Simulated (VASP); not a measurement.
A run of VASP 6.6.1 is set up as follows.

INCAR

```
SYSTEM = Co
ALGO     = Normal         ! electronic algorithm
EDIFF    = 1E-6           ! SCF threshold, eV
ENCUT    = 520            ! plane-wave cutoff, eV
GGA      = PE             ! functional
ISIF     = 2              ! what is computed and relaxed
ISMEAR   = -1             ! smearing method
LASPH    = .TRUE.         ! aspherical terms in the spheres
LCHARG   = .FALSE.        ! write CHGCAR
LREAL    = .FALSE.        ! projectors in reciprocal space
LWAVE    = .FALSE.        ! write WAVECAR
NBANDS   = 10             ! bands
NELM     = 100            ! most SCF steps
PREC     = Accurate       ! precision mode
SIGMA    = 0.1            ! smearing width, eV
```

The input KPOINTS:

```
k-points
0
G
  26 26 26
  0 0 0
```

File POSCAR:

```
Co
1.0
   -1.4361933613      1.4361933613      1.4361933613
    1.4361933613     -1.4361933613      1.4361933613
    1.4361933613      1.4361933613     -1.4361933613
Co
1
Direct
    0.0000000000      0.0000000000      0.0000000000
```

Potentials or basis: VASP PAW PBE potentials, release 64 (Co).

The run is started by

```sh
$ cat potpaw_PBE.64/Co/POTCAR > POTCAR
$ mpirun -np 1 vasp_std > vasp.out
```

Problem. Estimate the pressure.

Solution. -20.5 GPa.

Caveat: the run has no spin polarisation, though such a crystal can be magnetic. Spin polarisation is off, so any magnetic state and its effect on volume and gap are missing.
